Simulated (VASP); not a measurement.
SiN, 2 atoms in the cell. Symmetry: P-6m2, No. 187, hexagonal system. The conventional cell has a = 2.755 Å, b = 2.755 Å, c = 2.663 Å, α = 90.00°, β = 90.00°, γ = 120.00°. Si (site symmetry -6m2) has 6 N at 2.07 Å and 2 Si at 2.66 Å within 2.7 Å. Within 2.7 Å of N (site symmetry -6m2) lie 6 Si at 2.07 Å and 2 N at 2.66 Å. 

- Program: VASP 6.6.1
- Task: single point
- Functional: PBE
- Potentials or basis: VASP PAW PBE potentials, release 64 (Si, N)
- Cutoff: 520 eV
- k mesh: 6 × 6 × 6
- Occupations: gaussian, width 0.1 eV
- Spin: no spin polarisation
- Dipole correction: no
- Further INCAR settings: ALGO = Normal; EDIFF = 1e-07; NBANDS = 12

Potentials or basis: VASP PAW PBE potentials, release 64 (Si, N).

Run with:

```sh
$ cat potpaw_PBE.64/Si/POTCAR potpaw_PBE.64/N/POTCAR > POTCAR
$ mpirun -np 1 vasp_std > vasp.out
```

Hardware: 1 thread of Intel(R) Xeon(R) Platinum 8488C (Sapphire Rapids), on a shared host.

Task: How long does it take, and how much memory?

Result: Run time: 4.1 s on 1 thread of Intel(R) Xeon(R) Platinum 8488C (Sapphire Rapids) (shared host), peak memory 0.11 GiB. Counts: scf iterations 13, k points 28.
